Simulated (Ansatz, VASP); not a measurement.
# TaN in VASP and in Ansatz

INCAR

```
SYSTEM = TaN
ALGO = Normal
EDIFF = 1E-6
ENCUT = 520
GGA = PE
ISIF = 2
ISMEAR = 0
LASPH = .TRUE.
LCHARG = .TRUE.
LELF = .TRUE.
LREAL = .FALSE.
LVHAR = .TRUE.
LWAVE = .FALSE.
NBANDS = 24
NELM = 80
PREC = Accurate
SIGMA = 0.1
```

Contents of KPOINTS:

```
k-points
0
G
  6 6 4
  0 0 0
```

POSCAR

```
TaN
1.0
    3.0500011100      0.0000000000      0.0000000000
   -1.5250005600      2.6413784500      0.0000000000
    0.0000000000      0.0000000000      4.9400000600
Ta N
2 2
Direct
    0.3333333300      0.6666666700      0.0000000000
    0.6666666700      0.3333333300      0.5000000000
    0.3333333300      0.6666666700      0.3849999900
    0.6666666700      0.3333333300      0.8849999900
```

Input for Ansatz:

```yaml
crystal:
  lattice:
    - [3.05000111, 0.0, 0.0]
    - [-1.52500056, 2.64137845, 0.0]
    - [0.0, 0.0, 4.94000006]
  atoms:
    - { symbol: Ta, position: [0.33333333, 0.66666667, 0.0] }
    - { symbol: Ta, position: [0.66666667, 0.33333333, 0.5] }
    - { symbol: "N", position: [0.33333333, 0.66666667, 0.38499999] }
    - { symbol: "N", position: [0.66666667, 0.33333333, 0.88499999] }
basis:
  ecutwfc: 420
kpoints:
  mp_grid: { grid: [6, 6, 4] }
hamiltonian:
  xc: pbe
scf:
  occupations: { method: gaussian, width: 0.1 }
  lower_state_search: "off"
output:
  forces: true
  stress: true
  eigenvalues: true
```

Alike in both runs: task single point; functional PBE; k mesh 6 × 6 × 4; occupations gaussian, width 0.1 eV; no spin polarisation.

|  | VASP | Ansatz |
| --- | --- | --- |
| version | VASP 6.6.1 | Ansatz 0.2.0 |
| potentials or method | VASP PAW PBE potentials, release 64 (Ta_pv, N), cutoff 520 eV | scalar-relativistic, plane waves, PAW |
| valence electrons in the cell | 32 | 36 |

Ansatz gave:

- gap on the k mesh at the Fermi level (eV): none
- rms of the force components (eV/Å): 1.282

Task: What did VASP give for the same quantities?

Result: gap on the k mesh at the Fermi level (eV): none; rms of the force components (eV/Å): 1.316.

Atom by atom the forces differ by 0.034 eV/Å (rms over components). A gap of «none» marks a metal or a gap that the smearing closes. With one functional, cell and mesh, what is left measures potentials, basis and numerics. VASP's potentials hold 32 valence electrons a cell and Ansatz's 36, so a difference there can come from the potentials and not from the codes.

The k mesh is coarse, so the values compare programs but aren't converged. Spin-orbit coupling is off throughout.
